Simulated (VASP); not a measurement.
A run of VASP 6.6.1:

Contents of INCAR:

```
PREC = Accurate
ENCUT = 600
EDIFF = 1E-6
ISMEAR = 0
SIGMA = 0.02
LREAL = False
LASPH = True
NELM = 120
ALGO = Normal
ISIF = 2
LWAVE = False
LCHARG = False
GGA = PS
NBANDS = 37
GGA_COMPAT = False
```

KPOINTS

```
Automatic mesh
0
Gamma
  8 8 8
```

The input POSCAR:

```
Cu2O
1.0
    4.2226074740      0.0000000000      0.0000000000
    0.0000000000      4.2226074740      0.0000000000
    0.0000000000      0.0000000000      4.2226074740
Cu O
4 2
Direct
    0.2500000000      0.2500000000      0.7500000000
    0.7500000000      0.2500000000      0.2500000000
    0.2500000000      0.7500000000      0.2500000000
    0.7500000000      0.7500000000      0.7500000000
    0.5000000000      0.5000000000      0.5000000000
    0.0000000000      0.0000000000      0.0000000000
```

Potentials or basis: VASP PAW PBE potentials, release 64 (Cu, O).

Run with:

```bash
$ cat potpaw_PBE.64/Cu/POTCAR potpaw_PBE.64/O/POTCAR > POTCAR
$ mpirun -np 1 vasp_std > vasp.out
```

Hardware: 1 thread of Intel Xeon 8259CL, on a shared host.

Question: How long does it take, and how much memory?

Answer: It took 2.7 min on 1 thread of Intel Xeon 8259CL, on a shared host, peak memory 0.25 GiB. Counts: scf iterations 15, k points 35.
